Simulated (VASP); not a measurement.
# Al (P6_3/mmc) in VASP: further runs

The runs below take Al through single point, relaxation of cell and atoms, with LDA.

All numbers are computed with VASP 6.6.1; they aren't measurements. Logs are shortened: lines on timing, memory, paths and dates and some standing lists are left out, and cuts for length are marked.

## (1) The cell of the first run

It takes space group P6_3/mmc (No. 194, hexagonal). The conventional cell has a = 2.822 Å, b = 2.822 Å, c = 9.203 Å, α = 90.00°, β = 90.00°, γ = 120.00°. Within 3.7 Å of Al (site symmetry -3m) lie 12 Al at 2.82 Å. Al (site symmetry -6m2) has 12 Al at 2.82 Å within 3.7 Å.

## (2) Single point, LDA

The input, INCAR:

```
SYSTEM = Al
PREC = Accurate
ENCUT = 520
EDIFF = 1E-6
ISMEAR = -1
SIGMA = 0.1
LREAL = .FALSE.
LASPH = .TRUE.
NELM = 100
ALGO = Normal
ISIF = 2
LWAVE = .FALSE.
LCHARG = .FALSE.
NBANDS = 14
```

The input, KPOINTS:

```
regular mesh
0
G
  18 18 5
  0 0 0
```

The input, POSCAR:

```
Al
1.0
    2.8215989957      0.0000000000      0.0000000000
   -1.4107994979      2.4435764096      0.0000000000
    0.0000000000      0.0000000000      9.2027163088
Al
4
Direct
    0.0000000000      0.0000000000      0.0000000000
    0.3333333333      0.6666666667      0.2500000000
    0.0000000000      0.0000000000      0.5000000000
    0.6666666667      0.3333333333      0.7500000000
```

Potentials or basis: VASP PAW LDA potentials, release 64 (Al).

On the command line:

```
cat potpaw_LDA.64/Al/POTCAR > POTCAR
mpirun -np 1 vasp_std > vasp.out
```

OUTCAR:

```text
SYSTEM = Al
   PREC = Accurate
   ENCUT = 520
   EDIFF = 1E-6
   ISMEAR = -1
   LREAL = .FALSE.
   LASPH = .TRUE.
   NELM = 100
   ISIF = 2

 ion  position               nearest neighbor table
   1  0.000  0.000  0.000-   2 2.82   4 2.82   4 2.82   2 2.82   4 2.82   2 2.82
   2  0.333  0.667  0.250-   1 2.82   3 2.82   1 2.82   3 2.82   1 2.82   3 2.82
   3  0.000  0.000  0.500-   2 2.82   4 2.82   4 2.82   2 2.82   4 2.82   2 2.82
   4  0.667  0.333  0.750-   1 2.82   3 2.82   1 2.82   3 2.82   1 2.82   3 2.82

  LATTYP: Found a hexagonal cell.
 ALAT       =     2.8215989957
 C/A-ratio  =     3.2615252284

  Lattice vectors:

 A1 = (   2.8215989957,   0.0000000000,   0.0000000000)
 A2 = (  -1.4107994979,   2.4435764096,   0.0000000000)
 A3 = (   0.0000000000,   0.0000000000,   9.2027163088)

Analysis of symmetry for initial positions (statically):
=====================================================================
 Subroutine PRICEL returns:
 Original cell was already a primitive cell.

 Routine SETGRP: Setting up the symmetry group for a
 hexagonal supercell.

 Subroutine GETGRP returns: Found 24 space group operations
 (whereof 12 operations were pure point group operations)
 out of a pool of 24 trial point group operations.

The static configuration has the point symmetry D_3d.
 The point group associated with its full space group is D_6h.

Analysis of symmetry for dynamics (positions and initial velocities):
=====================================================================
 Subroutine PRICEL returns:
 Original cell was already a primitive cell.

 Routine SETGRP: Setting up the symmetry group for a
 hexagonal supercell.

 Subroutine GETGRP returns: Found 24 space group operations
 (whereof 12 operations were pure point group operations)
 out of a pool of 24 trial point group operations.

The dynamic configuration has the point symmetry D_3d.
 The point group associated with its full space group is D_6h.

 Subroutine INISYM returns: Found 24 space group operations
 (whereof 12 operations are pure point group operations),
 and found     1 'primitive' translations

----------------------------------------------------------------------------------------

                                     Primitive cell

  volume of cell :      63.4508

  direct lattice vectors                    reciprocal lattice vectors
     2.821598996  0.000000000  0.000000000     0.354408972  0.204618116  0.000000000
[... 104 lines left out ...]
   EFERMI =   0.00;   METHOD = LEGACY
   ISMEAR =    -1;   SIGMA  =   0.10  broadening in eV -4-tet -1-fermi 0-gaus
   EFERMI_NEDOS =   21; number of points for ismear=-14 and -15
   IALGO  =     38    algorithm
   IMIX   =      4    mixing-type and parameters
     AMIX     =   0.40;   BMIX     =  1.00
     AMIX_MAG =   1.60;   BMIX_MAG =  1.00
  volume/ion in A,a.u.               =      15.86       107.05
  Fermi-wavevector in a.u.,A,eV,Ry     =   0.939701  1.775777 12.014450  0.883037
  Thomas-Fermi vector in A             =   2.067039
   LORBIT       =      0    0 simple, 1 ext, 2 COOP (PROOUT), +10 PAW based schemes
   GGA     = CA    functional components
   LHFCALC =     F    Hartree Fock is set to
   AEXX    =    0.0000 exact exchange contribution
   IVDW    =     0    specifies the selected vdW correction
   LEPSILON=     F    determine dielectric tensor
   LRPA    =     F    only Hartree local field effects (RPA)
 non-spin polarized calculation
  energy-cutoff  :      520.00
  volume of cell :       63.45
 maximum number of plane-waves:      1724
 NGX is ok and might be reduce to    24
   NGX = 11   NGY = 11   NGZ = 35

 number of electron      12.0000000 magnetization

 Free energy of the ion-electron system (eV)
  ---------------------------------------------------
  ext. energy  EPLUGINS =         0.00000000
  ---------------------------------------------------
  free energy    TOTEN  =       -16.73482566 eV

  energy without entropy =      -16.68255724  energy(sigma->0) =      -16.70869145

 E-fermi :   8.2087     XC(G=0): -10.4910

 val. band max:        8.2037561112   @ k =   0.5000   0.0000   0.2000
 cond. band min:       8.2131132820   @ k =   0.3889  -0.0000   0.2000
 fundamental gap:      0.0093571708
 Fermi energy:         8.2087002071

 k-point     1 :       0.0000    0.0000    0.0000
  band No.  band energies     occupation
      1      -3.1694      2.00000
      2      -1.4394      2.00000
      3      -1.4343      2.00000
      4       3.5072      2.00000
      5       3.7735      2.00000
      6      11.7293      0.00000
      7      11.7430      0.00000
      8      19.0448      0.00000
      9      19.0448      0.00000
     10      19.2291      0.00000
     11      19.2291      0.00000
     12      20.2099      0.00000
     13      20.2118      0.00000
     14      20.3935      0.00000
[... 377 lines left out ...]
      1       1.8460      2.00000
      2       3.4887      2.00000
      3       3.4987      2.00000
      4       4.4485      2.00000
      5       6.1275      2.00000
      6       6.1588      2.00000
      7       8.2772      0.67039
      8       8.7241      0.01148
      9      10.5671      0.00000
     10      10.7993      0.00000
     11      11.7747      0.00000
     12      12.5702      0.00000
     13      12.8173      0.00000
     14      16.3734      0.00000

 [... further k-points ...]

------------------------ aborting loop because EDIFF is reached ----------------------------------------

  FORCE on cell =-STRESS in cart. coord.  units (eV):
  Direction    XX          YY          ZZ          XY          YZ          ZX
  --------------------------------------------------------------------------------------
  -------------------------------------------------------------------------------------
  Total        0.0300634      0.0300634      0.0444208     -0.0000000      0.0000000      0.0000000
  in kB        0.7591206      0.7591206      1.1216557     -0.0000000      0.0000000      0.0000000
  external PRESSURE =       0.8799656 kB  Pullay stress =       0.0000000 kB

 VOLUME and BASIS-vectors are now :
 -----------------------------------------------------------------------------
  energy-cutoff  :      520.00
  volume of cell :       63.45
      direct lattice vectors                 reciprocal lattice vectors
     2.821598996  0.000000000  0.000000000     0.354408972  0.204618116  0.000000000
    -1.410799498  2.443576410  0.000000000     0.000000000  0.409236231  0.000000000
     0.000000000  0.000000000  9.202716309     0.000000000  0.000000000  0.108663569

 POSITION                                       TOTAL-FORCE (eV/Angst)
 -----------------------------------------------------------------------------------
      0.00000      0.00000      0.00000        -0.000000      0.000000     -0.000000
     -0.00000      1.62905      2.30068         0.000000     -0.000000      0.000000
      0.00000      0.00000      4.60136        -0.000000      0.000000     -0.000000
      1.41080      0.81453      6.90204        -0.000000      0.000000      0.000000
 -----------------------------------------------------------------------------------
    total drift:                               -0.000000      0.000000      0.000000

  FREE ENERGIE OF THE ION-ELECTRON SYSTEM (eV)
  ---------------------------------------------------
  free  energy   TOTEN  =       -16.7348256580 eV

  energy  without entropy=      -16.6825572357  energy(sigma->0) =      -16.70869145
```

stdout:

```text
POSCAR found type information on POSCAR Al
 POSCAR found :  1 types and       4 ions
 scaLAPACK will be used
 LDA part: xc-table for (Slater(with rela. corr.)+CA(PZ))
 , standard interpolation
 POSCAR, INCAR and KPOINTS ok, starting setup
 FFT: planning ... GRIDC
 FFT: planning ... GRID_SOFT
 FFT: planning ... GRID
 WAVECAR not read
 entering main loop
```

Wall time 23 s (1 thread of Intel Xeon 6975P-C (Granite Rapids), shared host); peak memory 0.2 GiB.

Results:

```yaml
Free_energy: -16.7348 eV
Pressure: 0.1 GPa
Band_gap_on_the_k_mesh: zero (band 6 reaches 12.20 eV, above the bottom of band 7 at 6.61 eV)
```

## (3) Relaxation of cell and atoms, LDA

This run uses another cell than the first one, of 15.90 Å³/atom, 1.002 times its volume.

The input, INCAR:

```
SYSTEM = Al
  ALGO = Normal
  EDIFF = 1E-6
  EDIFFG = -0.01
  ENCUT = 600
  IBRION = 2
  ISIF = 3
  ISMEAR = -1
  LASPH = .TRUE.
  LCHARG = .FALSE.
  LREAL = .FALSE.
  LWAVE = .FALSE.
  NELM = 60
  NSW = 80
  PREC = Accurate
  SIGMA = 0.1
```

The input, KPOINTS:

```
k-points
0
G
  18 18 5
  0 0 0
```

The input, POSCAR:

```
Al
1.0
    2.8270770200      0.0000000000      0.0000000000
   -1.4135385100      2.4483205200      0.0000000000
    0.0000000000      0.0000000000      9.1859930700
Al
4
Direct
    0.0000000000      0.0000000000      0.0000000000
    0.3333333300      0.6666666700      0.2500000000
    0.0000000000      0.0000000000      0.5000000000
    0.6666666700      0.3333333300      0.7500000000
```

Potentials or basis: VASP PAW LDA potentials, release 64 (Al).

On the command line:

```
cat potpaw_LDA.64/Al/POTCAR > POTCAR
mpirun -np 1 vasp_std > vasp.out
```

OUTCAR:

```text
SYSTEM = Al
   EDIFF = 1E-6
   EDIFFG = -0.01
   ENCUT = 600
   IBRION = 2
   ISIF = 3
   ISMEAR = -1
   LASPH = .TRUE.
   LREAL = .FALSE.
   NELM = 60
   NSW = 80
   PREC = Accurate

 ion  position               nearest neighbor table
   1  0.000  0.000  0.000-   2 2.82   4 2.82   4 2.82   2 2.82   4 2.82   2 2.82
   2  0.333  0.667  0.250-   1 2.82   3 2.82   1 2.82   3 2.82   1 2.82   3 2.82
   3  0.000  0.000  0.500-   2 2.82   4 2.82   4 2.82   2 2.82   4 2.82   2 2.82
   4  0.667  0.333  0.750-   1 2.82   3 2.82   1 2.82   3 2.82   1 2.82   3 2.82

  LATTYP: Found a hexagonal cell.
 ALAT       =     2.8270770200
 C/A-ratio  =     3.2492899928

  Lattice vectors:

 A1 = (   2.8270770200,   0.0000000000,   0.0000000000)
 A2 = (  -1.4135385100,   2.4483205200,   0.0000000000)
 A3 = (   0.0000000000,   0.0000000000,   9.1859930700)

Analysis of symmetry for initial positions (statically):
=====================================================================
 Subroutine PRICEL returns:
 Original cell was already a primitive cell.

 Routine SETGRP: Setting up the symmetry group for a
 hexagonal supercell.

 Subroutine GETGRP returns: Found 24 space group operations
 (whereof 12 operations were pure point group operations)
 out of a pool of 24 trial point group operations.

[... 281 lines left out ...]
--------------------------------------- Ionic step        4  -------------------------------------------

 number of electron      12.0000000 magnetization

 Free energy of the ion-electron system (eV)
  ---------------------------------------------------
  ext. energy  EPLUGINS =         0.00000000
  ---------------------------------------------------
  free energy    TOTEN  =       -16.73500802 eV

  energy without entropy =      -16.68267353  energy(sigma->0) =      -16.70884078

 E-fermi :   8.1987     XC(G=0): -10.4875

 val. band max:        8.1935098296   @ k =   0.5000   0.0000   0.2000
 cond. band min:       8.2036238270   @ k =   0.3889   0.0000   0.2000
 fundamental gap:      0.0101139973
 Fermi energy:         8.1987431714

 k-point     1 :       0.0000    0.0000    0.0000
  band No.  band energies     occupation
      1      -3.1729      2.00000
      2      -1.4442      2.00000
      3      -1.4392      2.00000
      4       3.5002      2.00000
      5       3.7629      2.00000
      6      11.7146      0.00000
      7      11.7282      0.00000
      8      19.0299      0.00000
      9      19.0299      0.00000
     10      19.2151      0.00000
[... 287 lines left out ...]
 k-point    24 :       0.3889    0.1111    0.0000
  band No.  band energies     occupation
      1       1.8401      2.00000
      2       3.4817      2.00000
      3       3.4917      2.00000
      4       4.4415      2.00000
      5       6.1189      2.00000
      6       6.1504      2.00000
      7       8.2681      0.66643
      8       8.7116      0.01178
      9      10.5565      0.00000
     10      10.7891      0.00000

 [... further k-points ...]

------------------------ aborting loop because EDIFF is reached ----------------------------------------

  FORCE on cell =-STRESS in cart. coord.  units (eV):
  Direction    XX          YY          ZZ          XY          YZ          ZX
  --------------------------------------------------------------------------------------
  -------------------------------------------------------------------------------------
  Total        0.0016781      0.0016781      0.0123193      0.0000000     -0.0000000      0.0000000
  in kB        0.0423352      0.0423352      0.3107837      0.0000000     -0.0000000      0.0000000
  external PRESSURE =       0.1318180 kB  Pullay stress =       0.0000000 kB
[... 19 lines left out ...]
  FREE ENERGIE OF THE ION-ELECTRON SYSTEM (eV)
  ---------------------------------------------------
  free  energy   TOTEN  =       -16.7350080186 eV

  energy  without entropy=      -16.6826735335  energy(sigma->0) =      -16.70884078

 reached required accuracy - stopping structural energy minimisation
```

OSZICAR:

```text
N       E                     dE             d eps       ncg     rms          rms(c)
DAV:   1     0.912011266500E+01    0.91201E+01   -0.46947E+03  2228   0.104E+03
DAV:   2    -0.158305395352E+02   -0.24951E+02   -0.23772E+02  2854   0.108E+02
DAV:   3    -0.168399261823E+02   -0.10094E+01   -0.95167E+00  3084   0.186E+01
[... 20 lines left out ...]
       N       E                     dE             d eps       ncg     rms          rms(c)
DAV:   1    -0.167350196166E+02   -0.56600E-04   -0.10266E-03  2772   0.186E-01    0.193E-02
DAV:   2    -0.167350120997E+02    0.75169E-05   -0.93713E-06  2554   0.220E-02    0.105E-02
DAV:   3    -0.167350080439E+02    0.40558E-05   -0.51537E-06  2558   0.119E-02    0.158E-03
DAV:   4    -0.167350080186E+02    0.25314E-07   -0.12928E-07  1212   0.270E-03
   4 F= -.16735008E+02 E0= -.16708841E+02  d E =-.450706E-04
```

It took 100 s on 1 thread of Intel Xeon 6975P-C, shared host; peak memory 0.21 GiB.

What came out:

- Free energy: -16.7350 eV
- Relaxed volume: 15.88 Å³/atom
- Relaxed cell: a = 2.822 Å, b = 2.822 Å, c = 9.206 Å, α = 90.00°, β = 90.00°, γ = 120.00°
- Space group after relaxing (to 0.05 Å): P6_3/mmc (No. 194)
- Energy gained by relaxing: 0.0 meV/atom
- Ionic steps: 4
- Pressure after relaxing: 0.0 GPa
- Band gap on the k mesh: zero (band 6 reaches 12.19 eV, above the bottom of band 7 at 6.60 eV)

Step by step:
```csv
step,energy change (eV),largest force (eV/Å),pressure (GPa),volume (Å³)
1,0.0000,0.0000,-0.08,63.58
2,-0.0001,0.0000,0.01,63.51
3,-0.0001,0.0000,0.09,63.45
4,-0.0002,0.0000,0.01,63.51
```

Final structure:
```
CELL_PARAMETERS angstrom
2.82232 0.00000 0.00000
-1.41116 2.44420 0.00000
0.00000 0.00000 9.20648
ATOMIC_POSITIONS crystal
Al 0.00000 0.00000 0.00000
Al 0.33333 0.66667 0.25000
Al 0.00000 0.00000 0.50000
Al 0.66667 0.33333 0.75000
```
